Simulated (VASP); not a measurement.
Ni, 1 atom in the cell. The structure is cubic, space group Im-3m (No. 229). Conventional cell: a = 2.797 Å, b = 2.797 Å, c = 2.797 Å, α = 90.00°, β = 90.00°, γ = 90.00°. Within 3.2 Å of Ni (site symmetry m-3m) lie 14 Ni at 2.42 to 2.80 Å. 

- Program: VASP 6.6.1
- Task: relaxation of cell and atoms
- Functional: revPBE
- Potentials or basis: VASP PAW PBE potentials, release 64 (Ni)
- Cutoff: 600 eV
- k mesh: 16 × 16 × 16
- Occupations: fermi-dirac, width 0.1 eV
- Spin: no spin polarisation
- Dipole correction: no
- Further INCAR settings: ALGO = Normal; EDIFF = 1e-06; IBRION = 2; EDIFFG = -0.01; NSW = 80; ISIF = 3

Potentials or basis: VASP PAW PBE potentials, release 64 (Ni).

Launch:

```console
$ cat potpaw_PBE.64/Ni/POTCAR > POTCAR
$ mpirun -np 1 vasp_std > vasp.out
```

Hardware: 1 thread of Intel Xeon 8259CL (shared host).

**Question.** How long does it take, and how much memory?

**Answer.** It took 53 s on 1 thread of Intel Xeon 8259CL (shared host), peak memory 0.14 GiB. Counts: scf iterations 26, k points 145, ion steps 3.
